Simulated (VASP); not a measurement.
# W (Im-3m) in VASP: single point with PBE

Aim: the single point of W with PBE.

Everything below comes from runs of VASP 6.6.1. Logs are shortened: lines on timing, memory, paths and dates and some standing lists are left out, and cuts for length are marked.

## (1) The cell of the first run

Symmetry: Im-3m, No. 229, cubic system. The conventional cell has a = 3.165 Å, b = 3.165 Å, c = 3.165 Å, α = 90.00°, β = 90.00°, γ = 90.00°. Within 3.6 Å of W (site symmetry m-3m) lie 14 W at 2.74 to 3.16 Å.

## (2) Single point, PBE

Input file INCAR:

```
SYSTEM = W
PREC = Accurate
ENCUT = 500
EDIFF = 1E-6
ISMEAR = 1
SIGMA = 0.15
LREAL = .False.
LASPH = .True.
NELM = 120
ALGO = Normal
ISIF = 2
LWAVE = .False.
LCHARG = .True.
GGA = PE
LELF = .True.
LVHAR = .True.
NBANDS = 96
GGA_COMPAT = .False.
```

Input file KPOINTS:

```
Automatic mesh
0
Gamma
  2 3 3
  0 0 0
```

Input file POSCAR:

```
W
1.0
   -4.7470350000      4.7470350000      4.7470350000
    3.1646900000     -3.1646900000      3.1646900000
    3.1646900000      3.1646900000     -3.1646900000
W
12
Direct
    0.0000000000      0.0000000000      0.0000000000
    0.0000000000      0.0000000000      0.5000000000
    0.0000000000      0.5000000000      0.0000000000
    0.0000000000      0.5000000000      0.5000000000
    0.3333333333      0.0000000000      0.0000000000
    0.3333333333      0.0000000000      0.5000000000
    0.3333333333      0.5000000000      0.0000000000
    0.3333333333      0.5000000000      0.5000000000
    0.6666666667      0.0000000000      0.0000000000
    0.6666666667      0.0000000000      0.5000000000
    0.6666666667      0.5000000000      0.0000000000
    0.6666666667      0.5000000000      0.5000000000
```

Potentials or basis: VASP PAW PBE potentials, release 64 (W_sv).

Run with:

```sh
cat potpaw_PBE.64/W_sv/POTCAR > POTCAR
mpirun -np 1 vasp_std > vasp.out
```

OUTCAR:

```text
SYSTEM = W
   PREC = Accurate
   ENCUT = 500
   EDIFF = 1E-6
   ISMEAR = 1
   LREAL = .False.
   LASPH = .True.
   NELM = 120
   ISIF = 2
   GGA = PE

 ion  position               nearest neighbor table
   1  0.000  0.000  0.000-   5 2.74   9 2.74   8 2.74  12 2.74   2 2.74   2 2.74   3 2.74   3 2.74
                            10 3.16   7 3.16  11 3.16   6 3.16   4 3.16   4 3.16
   2  0.000  0.000  0.500-   6 2.74  10 2.74   7 2.74  11 2.74   1 2.74   1 2.74   4 2.74   4 2.74
                             9 3.16   5 3.16  12 3.16   8 3.16   3 3.16   3 3.16
   3  0.000  0.500  0.000-   7 2.74  11 2.74   6 2.74  10 2.74   1 2.74   4 2.74   1 2.74   4 2.74
                            12 3.16   5 3.16   9 3.16   8 3.16   2 3.16   2 3.16
   4  0.000  0.500  0.500-   8 2.74  12 2.74   5 2.74   9 2.74   2 2.74   3 2.74   2 2.74   3 2.74
                            11 3.16   7 3.16  10 3.16   6 3.16   1 3.16   1 3.16
   5  0.333  0.000  0.000-   1 2.74   4 2.74   7 2.74   6 2.74   7 2.74   6 2.74  12 2.74   9 2.74
                             2 3.16   3 3.16   8 3.16   8 3.16  11 3.16  10 3.16
   6  0.333  0.000  0.500-   2 2.74   3 2.74   8 2.74   5 2.74   8 2.74   5 2.74  11 2.74  10 2.74
                             1 3.16   4 3.16   7 3.16   7 3.16   9 3.16  12 3.16
   7  0.333  0.500  0.000-   3 2.74   2 2.74   8 2.74   8 2.74   5 2.74   5 2.74  10 2.74  11 2.74
                             4 3.16   1 3.16   6 3.16   6 3.16   9 3.16  12 3.16
   8  0.333  0.500  0.500-   4 2.74   1 2.74   7 2.74   7 2.74   6 2.74   6 2.74   9 2.74  12 2.74
                             3 3.16   2 3.16   5 3.16   5 3.16  11 3.16  10 3.16
   9  0.667  0.000  0.000-   1 2.74   4 2.74  10 2.74  11 2.74  10 2.74  11 2.74   8 2.74   5 2.74
                             3 3.16   2 3.16  12 3.16  12 3.16   7 3.16   6 3.16
  10  0.667  0.000  0.500-   2 2.74   3 2.74   9 2.74  12 2.74   9 2.74  12 2.74   7 2.74   6 2.74
                             1 3.16   4 3.16  11 3.16  11 3.16   8 3.16   5 3.16
  11  0.667  0.500  0.000-   3 2.74   2 2.74   9 2.74  12 2.74  12 2.74   9 2.74   6 2.74   7 2.74
                             1 3.16   4 3.16  10 3.16  10 3.16   5 3.16   8 3.16
  12  0.667  0.500  0.500-   4 2.74   1 2.74  10 2.74  11 2.74  11 2.74  10 2.74   5 2.74   8 2.74
                             3 3.16   2 3.16   9 3.16   9 3.16   6 3.16   7 3.16

  LATTYP: Found a base centered monoclinic cell.
 ALAT       =     6.3293800000
 B/A-ratio  =     1.4142135624
 C/A-ratio  =     1.0897247359
 COS(beta)  =    -0.2294157339

  Lattice vectors:

 A1 = (  -3.1646900000,   3.1646900000,  -3.1646900000)
 A2 = (  -3.1646900000,  -3.1646900000,   3.1646900000)
 A3 = (   1.5823450000,   4.7470350000,   4.7470350000)

Analysis of symmetry for initial positions (statically):
=====================================================================
 Subroutine PRICEL returns following result:

  LATTYP: Found a body centered cubic cell.
 ALAT       =     3.1646900000

  Lattice vectors:

 A1 = (  -1.5823449998,   1.5823449998,   1.5823449998)
 A2 = (   1.5823450000,  -1.5823450000,   1.5823450000)
 A3 = (   1.5823450000,   1.5823450000,  -1.5823450000)

  12 primitive cells build up your supercell.

 Routine SETGRP: Setting up the symmetry group for a
 base centered monoclinic supercell.

 Subroutine GETGRP returns: Found  4 space group operations
 (whereof  4 operations were pure point group operations)
 out of a pool of  4 trial point group operations.

The static configuration has the point symmetry C_2h.

Analysis of symmetry for dynamics (positions and initial velocities):
=====================================================================
 Subroutine PRICEL returns following result:

  LATTYP: Found a body centered cubic cell.
 ALAT       =     3.1646900000

  Lattice vectors:

 A1 = (  -1.5823449998,   1.5823449998,   1.5823449998)
 A2 = (   1.5823450000,  -1.5823450000,   1.5823450000)
 A3 = (   1.5823450000,   1.5823450000,  -1.5823450000)
[... 65 lines left out ...]
|           W    W  A    A  R    R  N    N  II  N    N   GGGG   !!!           |
|                                                                             |
|     Your reciprocal lattice and k-lattice belong to different lattice       |
|     classes:                                                                |
|                                                                             |
|        The reciprocal lattice is base-centered monoclinic,                  |
|        whereas your k-lattice is face-centered cubic.                       |
|                                                                             |
|     Results are often still useful ...                                      |
|                                                                             |
 -----------------------------------------------------------------------------

 Subroutine IBZKPT returns following result:
 ===========================================

 Found      8 irreducible k-points:

 Following reciprocal coordinates:
            Coordinates               Weight
  0.000000  0.000000  0.000000      1.000000
  0.500000  0.000000  0.000000      1.000000
  0.000000  0.333333  0.000000      4.000000
  0.500000  0.333333 -0.000000      4.000000
  0.000000  0.333333  0.333333      2.000000
  0.500000  0.333333  0.333333      2.000000
  0.000000 -0.333333  0.333333      2.000000
  0.500000 -0.333333  0.333333      2.000000
   k-points           NKPTS =      8   k-points in BZ     NKDIM =      8   number of bands    NBANDS=     96
   number of dos      NEDOS =    301   number of ions     NIONS =     12
   total plane-waves  NPLWV =  96000
   dimension x,y,z NGX =    60 NGY =   40 NGZ =   40
   dimension x,y,z NGXF=   120 NGYF=   80 NGZF=   80
   ions per type =              12
   NGX,Y,Z   is equivalent  to a cutoff of  12.13, 12.13, 12.13 a.u.
   NGXF,Y,Z  is equivalent  to a cutoff of  24.26, 24.26, 24.26 a.u.
 SYSTEM =  W
   PREC   = accura    normal or accurate (medium, high low for compatibility)
   ISTART =      0    job   : 0-new  1-cont  2-samecut
   ICHARG =      2    charge: 1-file 2-atom 10-const
   ISPIN  =      1    spin polarized calculation?
   LNONCOLLINEAR =      F non collinear calculations
   LSORBIT =      F    spin-orbit coupling
   LASPH  =      T    aspherical Exc in radial PAW
   ENCUT  =  500.0 eV  36.75 Ry    6.06 a.u.  14.99  9.99  9.99*2*pi/ulx,y,z
   NELM   =    120;   NELMIN=  2; NELMDL= -5     # of ELM steps
   EDIFF  = 0.1E-05   stopping-criterion for ELM
   LREAL  =      F    real-space projection
   EDIFFG = 0.1E-04   stopping-criterion for IOM
   NSW    =      0    number of steps for IOM
   IBRION =     -1    ionic relax: 0-MD 1-quasi-New 2-CG
   NFREE  =      0    steps in history (QN), initial steepest desc. (CG)
   ISIF   =      2    stress and relaxation
   ISYM   =      2    0-nonsym 1-usesym 2-fastsym
   POTIM  = 0.5000    time-step for ionic-motion
   TEBEG  =    0.0;   TEEND  =   0.0 temperature during run
   PSTRESS=    0.0 pullay stress
   NELECT =     168.0000    total number of electrons
   NUPDOWN=      -1.0000    fix difference up-down
   EMIN   =  10.00;   EMAX   =-10.00  energy-range for DOS
   EFERMI =   0.00;   METHOD = LEGACY
   ISMEAR =     1;   SIGMA  =   0.15  broadening in eV -4-tet -1-fermi 0-gaus
   EFERMI_NEDOS =   21; number of points for ismear=-14 and -15
   IALGO  =     38    algorithm
   IMIX   =      4    mixing-type and parameters
     AMIX     =   0.40;   BMIX     =  1.00
     AMIX_MAG =   1.60;   BMIX_MAG =  1.00
  volume/ion in A,a.u.               =      15.85       106.94
  Fermi-wavevector in a.u.,A,eV,Ry     =   1.570832  2.968442 33.572544  2.467512
  Thomas-Fermi vector in A             =   2.672506
   LORBIT       =      0    0 simple, 1 ext, 2 COOP (PROOUT), +10 PAW based schemes
   GGA     = PE    functional components
   LHFCALC =     F    Hartree Fock is set to
   AEXX    =    0.0000 exact exchange contribution
   IVDW    =     0    specifies the selected vdW correction
   LEPSILON=     F    determine dielectric tensor
   LRPA    =     F    only Hartree local field effects (RPA)
 non-spin polarized calculation
 Methfessel and Paxton  Order N= 1 SIGMA  =   0.15
  energy-cutoff  :      500.00
  volume of cell :      190.17
 maximum number of plane-waves:      4860
 NGX is ok and might be reduce to    60
   NGX = 29   NGY = 19   NGZ = 19

 number of electron     168.0000043 magnetization

 Free energy of the ion-electron system (eV)
  ---------------------------------------------------
  ext. energy  EPLUGINS =         0.00000000
  ---------------------------------------------------
  free energy    TOTEN  =      -155.94769027 eV

  energy without entropy =     -155.99049418  energy(sigma->0) =     -155.96195824

 E-fermi :  11.6796     XC(G=0): -13.6342

 val. band max:       11.5165413674   @ k =   0.5000   0.3333  -0.0000
 cond. band min:      11.7967761588   @ k =   0.5000   0.3333  -0.0000
 fundamental gap:      0.2802347914
 Fermi energy:        11.6795995219

 k-point     1 :       0.0000    0.0000    0.0000
  band No.  band energies     occupation
      1     -62.6804      2.00000
      2     -62.5796      2.00000
      3     -62.5796      2.00000
      4     -62.5457      2.00000
      5     -62.5457      2.00000
      6     -62.5457      2.00000
[... 781 lines left out ...]
     95      13.3913     -0.00000
     96      13.3913     -0.00000

------------------------ aborting loop because EDIFF is reached ----------------------------------------

  FORCE on cell =-STRESS in cart. coord.  units (eV):
  Direction    XX          YY          ZZ          XY          YZ          ZX
  --------------------------------------------------------------------------------------
  -------------------------------------------------------------------------------------
  Total        5.0653580      5.0653793      5.0653793      0.0000452     -0.0000728      0.0000459
  in kB       42.6752380     42.6754174     42.6754174      0.0003812     -0.0006130      0.0003866
  external PRESSURE =      42.6753576 kB  Pullay stress =       0.0000000 kB

 VOLUME and BASIS-vectors are now :
 -----------------------------------------------------------------------------
  energy-cutoff  :      500.00
  volume of cell :      190.17
      direct lattice vectors                 reciprocal lattice vectors
    -4.747035000  4.747035000  4.747035000     0.000000000  0.105328905  0.105328905
     3.164690000 -3.164690000  3.164690000     0.157993358  0.000000000  0.157993358
     3.164690000  3.164690000 -3.164690000     0.157993358  0.157993358  0.000000000

 POSITION                                       TOTAL-FORCE (eV/Angst)
 -----------------------------------------------------------------------------------
      0.00000      0.00000      0.00000        -0.000000      0.000000      0.000000
      1.58234      1.58234     -1.58234        -0.000000      0.000000     -0.000000
      1.58234     -1.58234      1.58234         0.000000      0.000000     -0.000000
      3.16469      0.00000      0.00000         0.000000      0.000000      0.000000
     -1.58234      1.58234      1.58234        -0.000000     -0.000000     -0.000000
      0.00000      3.16469     -0.00000         0.000000     -0.000000     -0.000000
      0.00000     -0.00000      3.16469         0.000000     -0.000000      0.000000
      1.58235      1.58234      1.58234         0.000000     -0.000000      0.000000
     -3.16469      3.16469      3.16469        -0.000000      0.000000     -0.000000
     -1.58235      4.74704      1.58235        -0.000000      0.000000      0.000000
     -1.58235      1.58235      4.74704        -0.000000     -0.000000      0.000000
     -0.00000      3.16469      3.16469        -0.000000      0.000000      0.000000
 -----------------------------------------------------------------------------------
    total drift:                               -0.000000      0.000000      0.000000

  FREE ENERGIE OF THE ION-ELECTRON SYSTEM (eV)
  ---------------------------------------------------
  free  energy   TOTEN  =      -155.9476902738 eV

  energy  without entropy=     -155.9904941794  energy(sigma->0) =     -155.96195824
```

It took 98 s on 1 thread of Intel Xeon 6975P-C (Granite Rapids), shared host; peak memory 0.33 GiB.

What came out:

- Free energy: -155.9477 eV
- Pressure: 4.3 GPa
- Band gap on the k mesh: zero (bands 84 and 85 overlap by 2.10 eV)

Caveat: the k points lie up to 0.47 Å⁻¹ apart, too coarse for converged energies and pressures of a metal; spin-orbit coupling is left out, which moves the levels of the heavy elements.
